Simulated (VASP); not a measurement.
A run of VASP 6.6.1:

File INCAR:

```
SYSTEM = Co
PREC     = Accurate       ! precision mode
ENCUT    = 520            ! plane-wave cutoff, eV
EDIFF    = 1E-7           ! SCF threshold, eV
ISMEAR   = 0              ! smearing method
SIGMA    = 0.15           ! smearing width, eV
LREAL    = .False.        ! projectors in reciprocal space
LASPH    = .True.         ! aspherical terms in the spheres
NELM     = 150            ! most SCF steps
ALGO     = Normal         ! electronic algorithm
ISIF     = 2              ! what is computed and relaxed
LWAVE    = .False.        ! write WAVECAR
LCHARG   = .False.        ! write CHGCAR
ISPIN    = 2              ! spin polarisation
MAGMOM   = 1.79 1.79      ! initial moments
LORBIT   = 11             ! projections on sites
LMAXMIX  = 4              ! l up to which the mixer works
GGA      = PS             ! functional
NBANDS   = 20             ! bands
```

File KPOINTS:

```
regular mesh
0
Gamma
  21 21 12
  0 0 0
```

POSCAR

```
Co
1.0
    2.3737000000      0.0000000000      0.0000000000
   -1.1868500000      2.0556845010      0.0000000000
    0.0000000000      0.0000000000      3.7690000000
Co
2
Direct
    0.3333333333      0.6666666667      0.2500000000
    0.6666666667      0.3333333333      0.7500000000
```

Potentials or basis: VASP PAW PBE potentials, release 64 (Co).

Run with:

```console
$ cat potpaw_PBE.64/Co/POTCAR > POTCAR
$ mpirun -np 1 vasp_std > vasp.out
```

Hardware: 1 thread of Intel(R) Xeon(R) 6975P-C (Granite Rapids), on a shared host.

Q: Estimate the wall time of this run.

A: It took 96 s on 1 thread of Intel(R) Xeon(R) 6975P-C (Granite Rapids) (shared host), peak memory 0.27 GiB. Counts: scf iterations 16, k points 336.
